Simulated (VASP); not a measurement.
Input of a VASP 6.6.1 run:

Contents of INCAR:

```
PREC     = Accurate       # precision mode
ENCUT    = 520            # plane-wave cutoff, eV
EDIFF    = 1E-7           # SCF threshold, eV
ISMEAR   = 0              # smearing method
SIGMA    = 0.15           # smearing width, eV
LREAL    = F              # projectors in reciprocal space
LASPH    = T              # aspherical terms in the spheres
NELM     = 60             # most SCF steps
ALGO     = Fast           # electronic algorithm
ISIF     = 2              # what is computed and relaxed
LWAVE    = F              # write WAVECAR
LCHARG   = F              # write CHGCAR
GGA      = PS             # functional
NBANDS   = 14             # bands
```

The input KPOINTS:

```
regular mesh
0
Gamma
  14 14 14
```

The input POSCAR:

```
TiAl
1.0
    3.0402471496      0.0000000000      0.0000000000
    0.0000000000      3.3874154113      0.0000000000
    0.0000000000      0.0000000000      3.1560751060
Ti Al
1 1
Direct
    0.0000000000      0.0000000000      0.0000000000
    0.5000000000      0.5000000000      0.5000000000
```

Potentials or basis: VASP PAW PBE potentials, release 64 (Ti_sv, Al).

The run is started by

```console
$ cat potpaw_PBE.64/Ti_sv/POTCAR potpaw_PBE.64/Al/POTCAR > POTCAR
$ mpirun -np 1 vasp_std > vasp.out
```

Predict the pressure.

-3.5 GPa.

Stress tensor (GPa, compression positive):
```
-5.12  0.00  0.00
 0.00  0.66  0.00
 0.00  0.00 -5.94
```

Caveat: the cell differs from its parent crystal (normal strain along x -0.0367, normal strain along y +0.0733); the PAW data sets were made with another functional, which shifts forces and pressure a little.
